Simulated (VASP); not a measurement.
Runs of VASP 6.6.1 on Si. The structure is cubic, space group Fd-3m (No. 227). The conventional cell has a = 5.444 Å, b = 5.444 Å, c = 5.444 Å, α = 90.00°, β = 90.00°, γ = 90.00°. Within 3.1 Å of Si (site symmetry -43m) lie 4 Si at 2.36 Å. 

| task | level | potentials or basis | k mesh | cutoff (eV) | GW scheme | GW iterations | cutoff of the response function | frequency points | empty bands | gap on the mesh (eV) | pressure (GPa) |
| --- | --- | --- | --- | --- | --- | --- | --- | --- | --- | --- | --- |
| single point | PBE0 | VASP PAW PBE potentials, release 64 (Si) | 6 × 6 × 6 | 520 | - | - | - | - | - | 1.99 | -0.7 |
| single point | PBE | VASP PAW PBE potentials, release 64 (Si) | 6 × 6 × 6 | 520 | - | - | - | - | - | 0.72 | 1.3 |
| single point | HSE06 | VASP PAW PBE potentials, release 64 (Si) | 6 × 6 × 6 | 520 | - | - | - | - | - | (b) | (a) |
| single point | PBE | VASP PAW PBE potentials, release 64 (Si) | 8 × 8 × 8 | 520 | - | - | - | - | - | 0.63 | 1.2 |
| single point | r2SCAN | VASP PAW PBE potentials, release 64 (Si) | 6 × 6 × 6 | 520 | - | - | - | - | - | (c) | -0.2 |

Alike in all rows: no spin polarisation; cell as given; smearing gaussian 0.01 eV.

Question: Fill in the values left out.

Answer: (a) -0.5; (b) 1.31; (c) 0.93.

Caveats: the PAW data sets were made with another functional, which shifts forces and pressure a little (some runs).

A k mesh can miss the band edges.
